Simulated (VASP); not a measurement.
Wanted: the native input for a VASP 6.6.1 run.

```
Task                   : single point
Functional             : PBEsol
Potentials or basis    : VASP PAW PBE potentials, release 64 (Al)
Cutoff                 : 520 eV
k mesh                 : 24 × 24 × 24
Occupations            : gaussian, width 0.15 eV
Spin                   : no spin polarisation
Dipole correction      : no
Further INCAR settings : ALGO = Fast; EDIFF = 1e-06; NBANDS = 8
```

The structure of Al lies in POSCAR:

```
Al
1.0
   -1.5414601775      1.5414601775      1.6956061952
    1.5414601775     -1.5414601775      1.6956061952
    1.5414601775      1.5414601775     -1.6956061952
Al
1
Direct
    0.0000000000      0.0000000000      0.0000000000
```

This cell differs from its parent crystal: ratio of the length along z to the lengths across it x 1.1, volume and fractional coordinates fixed.

These files were run (other wordings do the same):

INCAR

```
SYSTEM = Al
ALGO = Fast
EDIFF = 1E-6
ENCUT = 520
GGA = PS
ISIF = 2
ISMEAR = 0
LASPH = .TRUE.
LCHARG = .TRUE.
LELF = .TRUE.
LREAL = .FALSE.
LVHAR = .TRUE.
LWAVE = .FALSE.
NBANDS = 8
NELM = 100
PREC = Accurate
SIGMA = 0.15
```

KPOINTS

```
k-points
0
G
  24 24 24
  0 0 0
```

Potentials or basis: VASP PAW PBE potentials, release 64 (Al).

Run with:

```bash
$ cat potpaw_PBE.64/Al/POTCAR > POTCAR
$ mpirun -np 1 vasp_std > vasp.out
```

Results of the run:

```yaml
Pressure: 2.1 GPa
Band_gap_on_the_k_mesh: zero (an odd number of electrons rules out a gap without spin polarisation)
```

Caveat: the PAW data sets were made with another functional, which shifts forces and pressure a little.

Run time: 2.1 min on 1 thread of Intel Xeon 8259CL, with other jobs on the host, peak memory 0.23 GiB.
